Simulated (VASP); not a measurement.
## Si16Ge (a cell with a defect): single point with PBEsol

The system is Si16Ge (a cell with a defect).

```
Si Ge
1.0
     0.00000    5.43000    5.43000
     5.43000    0.00000    5.43000
     5.43000    5.43000    0.00000
Si Ge
16 1
Cartesian
  -0.0984 -0.0988 -0.1026
  1.2501 1.2497 1.2459
  2.6619 2.6615 0.0647
  4.0331 4.0328 1.3516
  2.6619 0.0685 2.6577
  4.0331 1.3554 4.0289
  5.3883 2.7560 2.7522
  6.6965 4.1662 4.1624
  0.0689 2.6615 2.6577
  1.3558 4.0328 4.0289
  2.7565 5.3879 2.7523
  4.1666 6.6961 4.1624
  2.7564 2.7561 5.3840
  4.1666 4.1662 6.6923
  5.5808 5.5803 5.5765
  6.9032 6.9028 6.8990
  8.3277 8.3273 8.3234
```

```yaml
Program: VASP 6.6.1
Task: single point
Functional: PBEsol
Potentials_or_basis: VASP PAW PBE potentials, release 64 (Si, Ge_d)
Cutoff: 520 eV
k_mesh: 2 × 2 × 2
Occupations: gaussian, width 0.05 eV
Spin: no spin polarisation
Dipole_correction: no
Further_INCAR_settings: LREAL = Auto; ALGO = Normal; EDIFF = 1e-07; NBANDS = 53
```

```
Pressure               : 4.4 GPa
Largest force          : 0.272 eV/Å
Band gap on the k mesh : zero (band 39 reaches 6.84 eV, above the bottom of band 40 at 6.62 eV)
```

Forces on the atoms (eV/Å):
```
Si   0.048  0.048  0.048
Si   0.043  0.044  0.044
Si   0.031  0.031  0.024
Si   0.027  0.027  0.026
Si   0.031  0.024  0.031
Si   0.027  0.026  0.027
Si   0.031 -0.009 -0.009
Si   0.089 -0.022 -0.022
Si   0.024  0.031  0.031
Si   0.026  0.027  0.027
Si  -0.009  0.031 -0.009
Si  -0.022  0.089 -0.021
Si  -0.009 -0.009  0.031
Si  -0.022 -0.021  0.089
Si  -0.067 -0.067 -0.067
Si  -0.092 -0.092 -0.092
Ge  -0.157 -0.157 -0.157
```

Stress tensor (GPa, compression positive):
```
 4.40 -0.19 -0.19
-0.19  4.40 -0.19
-0.19 -0.19  4.40
```

Levels at points of the mesh, in eV from the Fermi level:
```
           k point  band 35  band 36  band 37  band 38  band 39  band 40  band 41  band 42  band 43  band 44
(0.00, 0.00, 0.00)    -1.58    -0.82    -0.66    -0.66    -0.41    -0.17    -0.17     0.01     0.01     0.49
(0.50, 0.00, 0.00)    -1.44    -1.41    -1.41    -1.27    -0.22     0.32     0.68     0.78     0.85     1.26
(0.00, 0.50, 0.00)    -1.44    -1.41    -1.41    -1.27    -0.22     0.32     0.68     0.78     0.85     1.26
(0.50, 0.50, 0.50)    -1.39    -1.39    -1.36    -1.36    -0.34     0.40     0.40     1.02     1.02     1.16
(0.50, 0.50, 0.00)    -2.04    -1.93    -1.80    -1.19     0.05     0.64     1.07     1.16     1.24     1.89
(0.00, 0.50, 0.50)    -2.04    -1.93    -1.80    -1.19     0.05     0.64     1.07     1.16     1.24     1.89
```

Run time: 76 s on 1 thread of Intel(R) Xeon(R) 6975P-C (Granite Rapids) (shared host), peak memory 0.48 GiB.

Caveat: the k points lie up to 0.50 Å⁻¹ apart; the PAW data sets were made with another functional, which shifts forces and pressure a little.
